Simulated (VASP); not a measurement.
# BN (P6_3mc) in VASP: notebook, part 2 of 2

VASP 6.6.1.

## Step 4: Single point, r2SCAN (strain -0.0100 x Voigt [1, 1, 0, 0, 0, 0])

Input file POSCAR:

```
BN
1.0
    2.5284002057      0.0000000000      0.0000000000
   -1.2642001029      2.1896588090      0.0000000000
    0.0000000000      0.0000000000      4.2268550000
B N
2 2
Direct
    0.6666666667      0.3333333333      0.9997240000
    0.3333333333      0.6666666667      0.4997240000
    0.6666666667      0.3333333333      0.6252760000
    0.3333333333      0.6666666667      0.1252760000
```

Input file INCAR.step1:

```
SYSTEM = BN
ALGO     = Normal         ! electronic algorithm
EDIFF    = 1E-4           ! SCF threshold, eV
ENCUT    = 520            ! plane-wave cutoff, eV
GGA      = PE             ! functional
ISMEAR   = 0              ! smearing method
LASPH    = .TRUE.         ! aspherical terms in the spheres
LCHARG   = .FALSE.        ! write CHGCAR
LREAL    = .FALSE.        ! projectors in reciprocal space
LWAVE    = .TRUE.         ! write WAVECAR
NBANDS   = 16             ! bands
NELM     = 100            ! most SCF steps
PREC     = Accurate       ! precision mode
SIGMA    = 0.05           ! smearing width, eV
```

Input file INCAR.step2:

```
SYSTEM = BN
ALGO     = Normal         ! electronic algorithm
EDIFF    = 1E-6           ! SCF threshold, eV
ENCUT    = 520            ! plane-wave cutoff, eV
ISIF     = 2              ! what is computed and relaxed
ISMEAR   = 0              ! smearing method
ISTART   = 1            
LASPH    = .TRUE.         ! aspherical terms in the spheres
LCHARG   = .TRUE.         ! write CHGCAR
LELF     = .TRUE.         ! ELF
LMIXTAU  = .TRUE.       
LREAL    = .FALSE.        ! projectors in reciprocal space
LVHAR    = .TRUE.       
LWAVE    = .FALSE.        ! write WAVECAR
METAGGA  = R2SCAN         ! meta-GGA
NBANDS   = 16             ! bands
NELM     = 100            ! most SCF steps
PREC     = Accurate       ! precision mode
SIGMA    = 0.05           ! smearing width, eV
```

Input file KPOINTS:

```
k-points
0
G
  12 12 6
  0 0 0
```

Potentials or basis: VASP PAW PBE potentials, release 64 (B, N).

Launch:

```console
> cat potpaw_PBE.64/B/POTCAR potpaw_PBE.64/N/POTCAR > POTCAR
> cp INCAR.step1 INCAR
> mpirun -np 1 vasp_std > vasp.out
> cp INCAR.step2 INCAR
> mpirun -np 1 vasp_std > vasp.out
```

OUTCAR:

```text
SYSTEM = BN
   EDIFF = 1E-6
   ENCUT = 520
   ISIF = 2
   ISMEAR = 0
   ISTART = 1
   LASPH = .TRUE.
   LREAL = .FALSE.
   METAGGA = R2SCAN
   NELM = 100
   PREC = Accurate

 ion  position               nearest neighbor table
   1  0.667  0.333  1.000-   4 1.55   4 1.55   4 1.55   3 1.58
   2  0.333  0.667  0.500-   3 1.55   3 1.55   3 1.55   4 1.58
   3  0.667  0.333  0.625-   2 1.55   2 1.55   2 1.55   1 1.58
   4  0.333  0.667  0.125-   1 1.55   1 1.55   1 1.55   2 1.58

  LATTYP: Found a hexagonal cell.
 ALAT       =     2.5284002057
 C/A-ratio  =     1.6717507737

  Lattice vectors:

 A1 = (   2.5284002057,   0.0000000000,   0.0000000000)
 A2 = (  -1.2642001029,   2.1896588090,   0.0000000000)
 A3 = (   0.0000000000,   0.0000000000,   4.2268550000)

Analysis of symmetry for initial positions (statically):
=====================================================================
 Subroutine PRICEL returns:
 Original cell was already a primitive cell.

 Routine SETGRP: Setting up the symmetry group for a
 hexagonal supercell.

 Subroutine GETGRP returns: Found 12 space group operations
 (whereof  6 operations were pure point group operations)
 out of a pool of 24 trial point group operations.

The static configuration has the point symmetry C_3v.
 The point group associated with its full space group is C_6v.

Analysis of symmetry for dynamics (positions and initial velocities):
=====================================================================
 Subroutine PRICEL returns:
 Original cell was already a primitive cell.

 Routine SETGRP: Setting up the symmetry group for a
 hexagonal supercell.

 Subroutine GETGRP returns: Found 12 space group operations
 (whereof  6 operations were pure point group operations)
 out of a pool of 24 trial point group operations.
[... 118 lines left out ...]
   NUPDOWN=      -1.0000    fix difference up-down
   EMIN   =  10.00;   EMAX   =-10.00  energy-range for DOS
   EFERMI =   0.00;   METHOD = LEGACY
   ISMEAR =     0;   SIGMA  =   0.05  broadening in eV -4-tet -1-fermi 0-gaus
   EFERMI_NEDOS =   21; number of points for ismear=-14 and -15
   IALGO  =     38    algorithm
   IMIX   =      4    mixing-type and parameters
     AMIX     =   0.40;   BMIX     =  1.00
     AMIX_MAG =   1.60;   BMIX_MAG =  1.00
  volume/ion in A,a.u.               =       5.85        39.48
  Fermi-wavevector in a.u.,A,eV,Ry     =   1.442231  2.725422 28.300546  2.080031
  Thomas-Fermi vector in A             =   2.560775
   LORBIT       =      0    0 simple, 1 ext, 2 COOP (PROOUT), +10 PAW based schemes
   METAGGA = R2SCAN    functional components
   LHFCALC =     F    Hartree Fock is set to
   AEXX    =    0.0000 exact exchange contribution
   IVDW    =     0    specifies the selected vdW correction
   LEPSILON=     F    determine dielectric tensor
   LRPA    =     F    only Hartree local field effects (RPA)
 non-spin polarized calculation
 Gauss-broadening in eV      SIGMA  =   0.05
  energy-cutoff  :      520.00
  volume of cell :       23.40
 maximum number of plane-waves:       642
 NGX is ok and might be reduce to    20
   NGX =  9   NGY =  9   NGZ = 15

 number of electron      15.9999999 magnetization

 Free energy of the ion-electron system (eV)
  ---------------------------------------------------
  ext. energy  EPLUGINS =         0.00000000
  ---------------------------------------------------
  free energy    TOTEN  =       -38.25716930 eV

  energy without entropy =      -38.25716930  energy(sigma->0) =      -38.25716930

 E-fermi :   7.7393     XC(G=0): -13.6874

 val. band max:        7.5375522855   @ k =   0.0000   0.0000   0.0000
 cond. band min:      13.1953736419   @ k =   0.3333   0.3333   0.0000
 fundamental gap:      5.6578213564
 Fermi energy:         7.7392587404

 k-point     1 :       0.0000    0.0000    0.0000
  band No.  band energies     occupation
      1     -14.0610      2.00000
      2      -9.8813      2.00000
      3      -3.9054      2.00000
      4       5.3899      2.00000
      5       5.3899      2.00000
      6       7.2126      2.00000
[... 433 lines left out ...]
      3      -1.6859      2.00000
      4      -0.2158      2.00000
      5       1.1987      2.00000
      6       3.0855      2.00000
[... 8 lines left out ...]
     15      24.8679      0.00000
     16      25.1272      0.00000

 [... further k-points ...]
[... 5 lines left out ...]
  --------------------------------------------------------------------------------------
  -------------------------------------------------------------------------------------
  Total        1.1490913      1.1490913     -0.4391377     -0.0000000      0.0000000     -0.0000000
  in kB       78.6729612     78.6729612    -30.0657267     -0.0000000      0.0000000     -0.0000000
  external PRESSURE =      42.4267319 kB  Pullay stress =       0.0000000 kB

 VOLUME and BASIS-vectors are now :
 -----------------------------------------------------------------------------
  energy-cutoff  :      520.00
  volume of cell :       23.40
      direct lattice vectors                 reciprocal lattice vectors
     2.528400206  0.000000000  0.000000000     0.395507008  0.228346077  0.000000000
    -1.264200103  2.189658809  0.000000000     0.000000000  0.456692155  0.000000000
     0.000000000  0.000000000  4.226855000     0.000000000  0.000000000  0.236582518

 POSITION                                       TOTAL-FORCE (eV/Angst)
 -----------------------------------------------------------------------------------
      1.26420      0.72989      4.22569        -0.000000     -0.000000      0.006786
     -0.00000      1.45977      2.11226         0.000000     -0.000000      0.006786
      1.26420      0.72989      2.64295         0.000000      0.000000     -0.006786
     -0.00000      1.45977      0.52952        -0.000000     -0.000000     -0.006786
 -----------------------------------------------------------------------------------
    total drift:                               -0.000000     -0.000000      0.002138

  FREE ENERGIE OF THE ION-ELECTRON SYSTEM (eV)
  ---------------------------------------------------
  free  energy   TOTEN  =       -38.2571692956 eV

  energy  without entropy=      -38.2571692956  energy(sigma->0) =      -38.25716930
```

OUTCAR.step1:

```text
SYSTEM = BN
   EDIFF = 1E-4
   ENCUT = 520
   GGA = PE
   ISMEAR = 0
   LASPH = .TRUE.
   LREAL = .FALSE.
   NELM = 100
[... 686 lines left out ...]
     -0.00000      1.45977      2.11226         0.000000      0.000000     -0.013904
      1.26420      0.72989      2.64295        -0.000000     -0.000000      0.013904
     -0.00000      1.45977      0.52952         0.000000      0.000000      0.013904
 -----------------------------------------------------------------------------------
    total drift:                                0.000000      0.000000      0.000299

  FREE ENERGIE OF THE ION-ELECTRON SYSTEM (eV)
  ---------------------------------------------------
  free  energy   TOTEN  =       -34.8143989136 eV

  energy  without entropy=      -34.8143989136  energy(sigma->0) =      -34.81439891
```

It took 38 s on 1 thread of Intel Xeon 6975P-C (Granite Rapids), shared host; peak memory 0.14 GiB.

What came out:

```yaml
Free_energy: -38.2572 eV
Pressure: 4.2 GPa
Largest_force: 0.007 eV/Å
Band_gap_on_the_k_mesh: 5.66 eV, indirect (least direct gap 9.00 eV)
```

Forces in eV/Å, atoms in the order of the input:
```
B    0.000  0.000  0.007
B    0.000  0.000  0.007
N    0.000  0.000 -0.007
N    0.000  0.000 -0.007
```

Stress tensor (GPa, compression positive):
```
 7.87  0.00  0.00
 0.00  7.87  0.00
 0.00  0.00 -3.01
```

Levels at points of the mesh, in eV from the valence-band top:
```
           k point  band 5  band 6  band 7  band 8  band 9  band 10  band 11  band 12
(0.00, 0.00, 0.00)   -2.15   -0.33    0.00    0.00    9.00     9.20     9.20    10.53
(0.50, 0.00, 0.00)   -7.24   -5.18   -4.56   -2.26    7.43     8.54    11.48    12.33
(0.00, 0.00, 0.50)   -1.19   -1.19   -1.19   -1.19   10.47    10.47    10.79    10.79
(0.50, 0.00, 0.50)   -3.94   -3.94   -3.82   -3.82    7.18     7.18    10.72    10.72
```

Caveat: the cell differs from its parent crystal (strain -0.0100 x Voigt [1, 1, 0, 0, 0, 0]); the PAW data sets were made with another functional, which shifts forces and pressure a little. A k mesh can miss the band edges.

## Step 5: Single point, r2SCAN (strain -0.0050 x Voigt [1, 1, 0, 0, 0, 0])

POSCAR, as its differences from that of step 4:

```diff
@@ -2,4 +2,4 @@
 1.0
-    2.5284002057      0.0000000000      0.0000000000
-   -1.2642001029      2.1896588090      0.0000000000
+    2.5411699037      0.0000000000      0.0000000000
+   -1.2705849519      2.2007176919      0.0000000000
     0.0000000000      0.0000000000      4.2268550000
```

Input file INCAR.step1:

```
ALGO = Normal
EDIFF = 1E-4
ENCUT = 520
GGA = PE
ISMEAR = 0
LASPH = True
LCHARG = False
LREAL = False
LWAVE = True
NBANDS = 16
NELM = 80
PREC = Accurate
SIGMA = 0.05
```

Input file INCAR.step2:

```
ALGO = Normal
EDIFF = 1E-6
ENCUT = 520
ISIF = 2
ISMEAR = 0
ISTART = 1
LASPH = True
LCHARG = False
LMIXTAU = True
LREAL = False
LWAVE = False
METAGGA = R2SCAN
NBANDS = 16
NELM = 80
PREC = Accurate
SIGMA = 0.05
```

Input file KPOINTS:

```
k-points
0
Gamma
  12 12 6
```

Launch:

```console
> cat potpaw_PBE.64/B/POTCAR potpaw_PBE.64/N/POTCAR > POTCAR
> cp INCAR.step1 INCAR
> mpirun -np 1 vasp_std > vasp.out
> cp INCAR.step2 INCAR
> mpirun -np 1 vasp_std > vasp.out
```

Run time: 38 s. Hardware: 1 thread of Intel Xeon 6975P-C (Granite Rapids), shared host; peak memory 0.15 GiB.

Results (log left out):

```
Free energy            : -38.2650 eV
Pressure               : 0.2 GPa
Largest force          : 0.016 eV/Å
Band gap on the k mesh : 5.69 eV, indirect (least direct gap 8.97 eV)
```

Forces in eV/Å, atoms in the order of the input:
```
B    0.000  0.000  0.016
B    0.000  0.000  0.016
N    0.000  0.000 -0.016
N    0.000  0.000 -0.016
```

Stress tensor (GPa, compression positive):
```
 2.07  0.00  0.00
 0.00  2.07  0.00
 0.00  0.00 -3.57
```

Levels at points of the mesh, in eV from the valence-band top:
```tsv
k point	band 6	band 7	band 8	band 9	band 10	band 11
(0.00, 0.00, 0.00)	-0.30	0.00	0.00	9.11	9.11	9.11
(0.50, 0.00, 0.00)	-5.15	-4.52	-2.22	7.34	8.55	11.39
(0.00, 0.00, 0.50)	-1.20	-1.20	-1.20	10.30	10.30	10.71
(0.50, 0.00, 0.50)	-3.90	-3.75	-3.75	7.17	7.17	10.67
```

Caveat: the cell differs from its parent crystal (strain -0.0050 x Voigt [1, 1, 0, 0, 0, 0]); the PAW data sets were made with another functional, which shifts forces and pressure a little.

## Step 6: Summary

| cell | gap on the mesh (eV) | pressure (GPa) | largest force (eV/Å) |
| --- | --- | --- | --- |
| a = 2.503, b = 2.503, c = 4.227 Å, angles 90.0, 90.0, 120.0°, 4 atoms | 5.59 | 12.9 | 0.02 |
| a = 2.516, b = 2.516, c = 4.227 Å, angles 90.0, 90.0, 120.0°, 4 atoms | 5.62 | 8.5 | 0.01 |
| a = 2.528, b = 2.528, c = 4.227 Å, angles 90.0, 90.0, 120.0°, 4 atoms | 5.66 | 4.2 | 0.01 |
| a = 2.541, b = 2.541, c = 4.227 Å, angles 90.0, 90.0, 120.0°, 4 atoms | 5.69 | 0.2 | 0.02 |

Alike in all rows: task single point; level r2SCAN; potentials or basis VASP PAW PBE potentials, release 64 (B, N); no spin polarisation; k mesh 12 × 12 × 6; cutoff (eV) 520; smearing gaussian 0.05 eV.

Caveats: the PAW data sets were made with another functional, which shifts forces and pressure a little.

Absolute energies hang on the potentials; compare differences alone.
